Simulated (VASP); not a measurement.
Write the native input for VASP 6.6.1 that does the following.

- Task: single point
- Functional: r2SCAN
- Potentials or basis: VASP PAW PBE potentials, release 64 (Al, N)
- Cutoff: 520 eV
- k mesh: 10 × 10 × 10
- Occupations: gaussian, width 0.01 eV
- Spin: no spin polarisation
- Dipole correction: no
- Further INCAR settings: ALGO = Normal; EDIFF = 1e-07; NBANDS = 11

The system is AlN.

```
Al N
1.0
     0.00000    2.14118    2.14118
     2.14118    0.00000    2.14118
     2.14118    2.14118    0.00000
Al N
1 1
Direct
  0.00000 0.00000 0.00000
  0.25000 0.25000 0.25000
```

This cell differs from its parent crystal: strain -2.0%.

These files were run (other wordings do the same):

POSCAR

```
AlN
1.0
    0.0000000000      2.1411788842      2.1411788842
    2.1411788842      0.0000000000      2.1411788842
    2.1411788842      2.1411788842      0.0000000000
Al N
1 1
Direct
    0.0000000000      0.0000000000      0.0000000000
    0.2500000000      0.2500000000      0.2500000000
```

INCAR.step1

```
SYSTEM = AlN
PREC = Accurate
ENCUT = 520
ISMEAR = 0
SIGMA = 0.01
LREAL = .False.
LASPH = .True.
NELM = 100
NBANDS = 11
GGA = PE
ALGO = Normal
EDIFF = 1E-4
LWAVE = .True.
LCHARG = .False.
```

INCAR.step2

```
SYSTEM = AlN
PREC = Accurate
ENCUT = 520
EDIFF = 1E-7
ISMEAR = 0
SIGMA = 0.01
LREAL = .False.
LASPH = .True.
NELM = 100
ALGO = Normal
ISIF = 2
LWAVE = .False.
LCHARG = .False.
METAGGA = R2SCAN
LMIXTAU = .True.
NBANDS = 11
ISTART = 1
```

KPOINTS

```
regular mesh
0
Gamma
  10 10 10
  0 0 0
```

Potentials or basis: VASP PAW PBE potentials, release 64 (Al, N).

Command:

```sh
$ cat potpaw_PBE.64/Al/POTCAR potpaw_PBE.64/N/POTCAR > POTCAR
$ cp INCAR.step1 INCAR
$ mpirun -np 1 vasp_std > vasp.out
$ cp INCAR.step2 INCAR
$ mpirun -np 1 vasp_std > vasp.out
```

Results of the run:

The pressure is 14.0 GPa. The band gap on the k mesh is 3.98 eV, indirect (least direct gap 5.46 eV).

Caveat: the cell differs from its parent crystal (strain -2.0%); the PAW data sets were made with another functional, which shifts forces and pressure a little.

Wall time 28 s on 1 thread of Intel(R) Xeon(R) Platinum 8259CL CPU @ 2.50GHz (Skylake/Cascade Lake), with other jobs on the host, peak memory 0.14 GiB.
